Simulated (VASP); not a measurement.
Input of a VASP 6.6.1 run:

Contents of INCAR:

```
ALGO = Normal ; EDIFF = 1E-6
ENCUT = 520 ; GGA = PS
ISIF = 2 ; ISMEAR = -1
LASPH = True ; LCHARG = False
LREAL = False ; LWAVE = False
NBANDS = 15 ; NELM = 100
PREC = Accurate ; SIGMA = 0.02
```

The input KPOINTS:

```
k-points
0
Gamma
  12 12 10
```

Contents of POSCAR:

```
TaN
1.0
    2.9086188698      0.0000000000      0.0000000000
   -1.4543094349      2.5189378312      0.0000000000
    0.0000000000      0.0000000000      2.8830000000
Ta N
1 1
Direct
    0.3333333333      0.6666666667      0.5000000000
    0.0000000000      0.0000000000      0.0000000000
```

Potentials or basis: VASP PAW PBE potentials, release 64 (Ta_pv, N).

Launch:

```bash
$ cat potpaw_PBE.64/Ta_pv/POTCAR potpaw_PBE.64/N/POTCAR > POTCAR
$ mpirun -np 1 vasp_std > vasp.out
```

**Question.** Estimate the pressure.

**Answer.** 2.9 GPa.

**Question.** What does it give for the band gap on the k mesh?

**Answer.** Zero (band 8 reaches 8.68 eV, above the bottom of band 9 at 8.18 eV).

Stress tensor (GPa, compression positive):
```
 4.90  0.00  0.00
 0.00  4.90  0.00
 0.00  0.00 -1.01
```

Caveat: the cell differs from its parent crystal (equal xx and yy strain of -1 %); the PAW data sets were made with another functional, which shifts forces and pressure a little; spin-orbit coupling is left out, which moves the levels of the heavy elements.
